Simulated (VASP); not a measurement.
# TiSiO (Pmmn) in VASP: single point with r2SCAN

Aim: the single point of TiSiO with r2SCAN.

Program: VASP 6.6.1. These are calculated values, not measurements. Logs are shortened: lines on timing, memory, paths and dates and some standing lists are left out, and cuts for length are marked.

## (1) The cell of the first run

It takes space group Pmmn (No. 59, orthorhombic). Conventional cell: a = 3.059 Å, b = 3.446 Å, c = 7.322 Å, α = 90.00°, β = 90.00°, γ = 90.00°. Within 2.5 Å of O (site symmetry mm2) lie 4 Ti at 1.79 to 1.99 Å and 4 O at 2.44 Å. Within 2.9 Å of Si (site symmetry mm2) lie 2 Ti at 2.18 Å and 1 O at 2.84 Å. Within 2.4 Å of Ti (site symmetry mm2) lie 4 O at 1.79 to 1.99 Å and 2 Si at 2.18 Å.

## (2) Single point, r2SCAN

Input file POSCAR:

```
TiSiO
1.0
    3.4459807600      0.0000000000      0.0000000000
    0.0000000000      3.0591495900      0.0000000000
    0.0000000000      0.0000000000      7.3224810300
O Si Ti
2 2 2
Direct
    0.7500000000      0.7500000000      0.9446000000
    0.2500000000      0.2500000000      0.0554000000
    0.2500000000      0.2500000000      0.6680400000
    0.7500000000      0.7500000000      0.3319600000
    0.2500000000      0.7500000000      0.8806800000
    0.7500000000      0.2500000000      0.1193200000
```

Input file INCAR.step1:

```
PREC = Accurate
ENCUT = 520
ISMEAR = -1
SIGMA = 0.1
LREAL = F
LASPH = T
NELM = 100
NBANDS = 31
GGA = PE
ALGO = Normal
EDIFF = 1E-4
LWAVE = T
LCHARG = F
```

Input file INCAR.step2:

```
PREC = Accurate
ENCUT = 520
EDIFF = 1E-7
ISMEAR = -1
SIGMA = 0.1
LREAL = F
LASPH = T
NELM = 100
ALGO = Normal
ISIF = 2
LWAVE = F
LCHARG = T
METAGGA = R2SCAN
LMIXTAU = T
LELF = T
LVHAR = T
NBANDS = 31
ISTART = 1
```

Input file KPOINTS:

```
Automatic mesh
0
Gamma
  10 11 5
```

Potentials or basis: VASP PAW PBE potentials, release 64 (O, Si, Ti_sv).

Launch:

```
$ cat potpaw_PBE.64/O/POTCAR potpaw_PBE.64/Si/POTCAR potpaw_PBE.64/Ti_sv/POTCAR > POTCAR
$ cp INCAR.step1 INCAR
$ mpirun -np 1 vasp_std > vasp.out
$ cp INCAR.step2 INCAR
$ mpirun -np 1 vasp_std > vasp.out
```

OUTCAR:

```text
PREC = Accurate
   ENCUT = 520
   EDIFF = 1E-7
   ISMEAR = -1
   LREAL = F
   LASPH = T
   NELM = 100
   ISIF = 2
   METAGGA = R2SCAN
   ISTART = 1

 ion  position               nearest neighbor table
   1  0.750  0.750  0.945-   5 1.79   5 1.79   6 1.99   6 1.99
   2  0.250  0.250  0.055-   6 1.79   6 1.79   5 1.99   5 1.99
   3  0.250  0.250  0.668-   5 2.18   5 2.18
   4  0.750  0.750  0.332-   6 2.18   6 2.18
   5  0.250  0.750  0.881-   1 1.79   1 1.79   2 1.99   2 1.99   3 2.18   3 2.18   6 2.89   6 2.89
                             6 2.89   6 2.89
   6  0.750  0.250  0.119-   2 1.79   2 1.79   1 1.99   1 1.99   4 2.18   4 2.18   5 2.89   5 2.89
                             5 2.89   5 2.89

  LATTYP: Found a simple orthorhombic cell.
 ALAT       =     3.0591495900
 B/A-ratio  =     1.1264505571
 C/A-ratio  =     2.3936328756

  Lattice vectors:

 A1 = (   0.0000000000,  -3.0591495900,   0.0000000000)
 A2 = (   3.4459807600,   0.0000000000,   0.0000000000)
 A3 = (   0.0000000000,   0.0000000000,   7.3224810300)

Analysis of symmetry for initial positions (statically):
=====================================================================
 Subroutine PRICEL returns:
 Original cell was already a primitive cell.

 Routine SETGRP: Setting up the symmetry group for a
 simple orthorhombic supercell.

 Subroutine GETGRP returns: Found  8 space group operations
 (whereof  2 operations were pure point group operations)
 out of a pool of  8 trial point group operations.

The static configuration has the point symmetry S_2 .
 The point group associated with its full space group is D_2h.

Analysis of symmetry for dynamics (positions and initial velocities):
=====================================================================
 Subroutine PRICEL returns:
 Original cell was already a primitive cell.

 Routine SETGRP: Setting up the symmetry group for a
 simple orthorhombic supercell.

 Subroutine GETGRP returns: Found  8 space group operations
 (whereof  2 operations were pure point group operations)
 out of a pool of  8 trial point group operations.

The dynamic configuration has the point symmetry S_2 .
 The point group associated with its full space group is D_2h.

 Subroutine INISYM returns: Found  8 space group operations
 (whereof  2 operations are pure point group operations),
[... 103 lines left out ...]
   NELM   =    100;   NELMIN=  2; NELMDL=  0     # of ELM steps
   EDIFF  = 0.1E-06   stopping-criterion for ELM
   LREAL  =      F    real-space projection
   EDIFFG = 0.1E-05   stopping-criterion for IOM
   NSW    =      0    number of steps for IOM
   IBRION =     -1    ionic relax: 0-MD 1-quasi-New 2-CG
   NFREE  =      0    steps in history (QN), initial steepest desc. (CG)
   ISIF   =      2    stress and relaxation
   ISYM   =      2    0-nonsym 1-usesym 2-fastsym
   POTIM  = 0.5000    time-step for ionic-motion
   TEBEG  =    0.0;   TEEND  =   0.0 temperature during run
   PSTRESS=    0.0 pullay stress
   NELECT =      44.0000    total number of electrons
   NUPDOWN=      -1.0000    fix difference up-down
   EMIN   =  10.00;   EMAX   =-10.00  energy-range for DOS
   EFERMI =   0.00;   METHOD = LEGACY
   ISMEAR =    -1;   SIGMA  =   0.10  broadening in eV -4-tet -1-fermi 0-gaus
   EFERMI_NEDOS =   21; number of points for ismear=-14 and -15
   IALGO  =     38    algorithm
   IMIX   =      4    mixing-type and parameters
     AMIX     =   0.40;   BMIX     =  1.00
     AMIX_MAG =   1.60;   BMIX_MAG =  1.00
  volume/ion in A,a.u.               =      12.87        86.82
  Fermi-wavevector in a.u.,A,eV,Ry     =   1.357381  2.565078 25.068508  1.842483
  Thomas-Fermi vector in A             =   2.484304
   LORBIT       =      0    0 simple, 1 ext, 2 COOP (PROOUT), +10 PAW based schemes
   METAGGA = R2SCAN    functional components
   LHFCALC =     F    Hartree Fock is set to
   AEXX    =    0.0000 exact exchange contribution
   IVDW    =     0    specifies the selected vdW correction
   LEPSILON=     F    determine dielectric tensor
   LRPA    =     F    only Hartree local field effects (RPA)
 non-spin polarized calculation
  energy-cutoff  :      520.00
  volume of cell :       77.19
 maximum number of plane-waves:      2099
 NGX is ok and might be reduce to    28
   NGX = 13   NGY = 11   NGZ = 27

 number of electron      44.0000000 magnetization

 Free energy of the ion-electron system (eV)
  ---------------------------------------------------
  ext. energy  EPLUGINS =         0.00000000
  ---------------------------------------------------
  free energy    TOTEN  =       -57.57518701 eV

  energy without entropy =      -57.42569453  energy(sigma->0) =      -57.50044077

 E-fermi :   8.3141     XC(G=0): -11.8473

 val. band max:        8.3100266357   @ k =   0.0000   0.0909   0.4000
 cond. band min:       8.3148631538   @ k =   0.0000   0.1818   0.0000
 fundamental gap:      0.0048365181
 Fermi energy:         8.3141364346

 k-point     1 :       0.0000    0.0000    0.0000
  band No.  band energies     occupation
      1     -51.2960      2.00000
      2     -51.1652      2.00000
      3     -27.0023      2.00000
      4     -26.9034      2.00000
      5     -26.6767      2.00000
      6     -26.5589      2.00000
[... 805 lines left out ...]
     30      11.2657      0.00000
     31      13.1280      0.00000

 [... further k-points ...]

------------------------ aborting loop because EDIFF is reached ----------------------------------------

  FORCE on cell =-STRESS in cart. coord.  units (eV):
  Direction    XX          YY          ZZ          XY          YZ          ZX
  --------------------------------------------------------------------------------------
  -------------------------------------------------------------------------------------
  Total       31.3000945     17.4732799     32.1750700     -0.0000000      0.0000000      0.0000000
  in kB      649.6574351    362.6713080    667.8182226     -0.0000000      0.0000000      0.0000000
  external PRESSURE =     560.0489886 kB  Pullay stress =       0.0000000 kB

 VOLUME and BASIS-vectors are now :
 -----------------------------------------------------------------------------
  energy-cutoff  :      520.00
  volume of cell :       77.19
      direct lattice vectors                 reciprocal lattice vectors
     3.445980760  0.000000000  0.000000000     0.290193147  0.000000000  0.000000000
     0.000000000  3.059149590  0.000000000     0.000000000  0.326888232  0.000000000
     0.000000000  0.000000000  7.322481030     0.000000000  0.000000000  0.136565734

 POSITION                                       TOTAL-FORCE (eV/Angst)
 -----------------------------------------------------------------------------------
      2.58449      2.29436      6.91682         0.000000      0.000000      0.471494
      0.86150      0.76479      0.40567        -0.000000      0.000000     -0.471494
      0.86150      0.76479      4.89171         0.000000      0.000000     -7.968652
      2.58449      2.29436      2.43077        -0.000000      0.000000      7.968652
      0.86150      2.29436      6.44876        -0.000000     -0.000000      1.124963
      2.58449      0.76479      0.87372        -0.000000      0.000000     -1.124963
 -----------------------------------------------------------------------------------
    total drift:                                0.000000      0.000000      0.000000

  FREE ENERGIE OF THE ION-ELECTRON SYSTEM (eV)
  ---------------------------------------------------
  free  energy   TOTEN  =       -57.5751870133 eV

  energy  without entropy=      -57.4256945318  energy(sigma->0) =      -57.50044077
```

OUTCAR.step1:

```text
PREC = Accurate
   ENCUT = 520
   ISMEAR = -1
   LREAL = F
   LASPH = T
[... 1057 lines left out ...]
      0.86150      0.76479      4.89171         0.000000      0.000000     -7.752890
      2.58449      2.29436      2.43077         0.000000      0.000000      7.752890
      0.86150      2.29436      6.44876         0.000000      0.000000      0.954585
      2.58449      0.76479      0.87372         0.000000      0.000000     -0.954585
 -----------------------------------------------------------------------------------
    total drift:                                0.000000      0.000000      0.000000

  FREE ENERGIE OF THE ION-ELECTRON SYSTEM (eV)
  ---------------------------------------------------
  free  energy   TOTEN  =       -37.9932000037 eV

  energy  without entropy=      -37.8335659415  energy(sigma->0) =      -37.91338297
```

It took 13 min on 1 thread of Intel Xeon Platinum 8488C (Sapphire Rapids), shared host; peak memory 0.35 GiB.

Results:

```
Free energy            : -57.5752 eV
Pressure               : 56.0 GPa
Largest force          : 7.969 eV/Å
Band gap on the k mesh : zero (bands 22 and 23 overlap by 0.81 eV)
```

Forces on the atoms (eV/Å):
```
O    0.000  0.000  0.471
O    0.000  0.000 -0.471
Si   0.000  0.000 -7.969
Si   0.000  0.000  7.969
Ti   0.000  0.000  1.125
Ti   0.000  0.000 -1.125
```

Levels at points of the mesh, in eV from the Fermi level:
```
           k point  band 19  band 20  band 21  band 22  band 23  band 24  band 25  band 26
(0.00, 0.00, 0.00)    -2.79    -0.44     0.34     0.53     0.60     0.65     0.83     1.01
(0.50, 0.00, 0.00)    -2.50    -2.50    -1.31    -1.31     0.56     0.56     0.97     0.97
```

Caveat: the cell stands under pressure; the PAW data sets were made with another functional, which shifts forces and pressure a little.
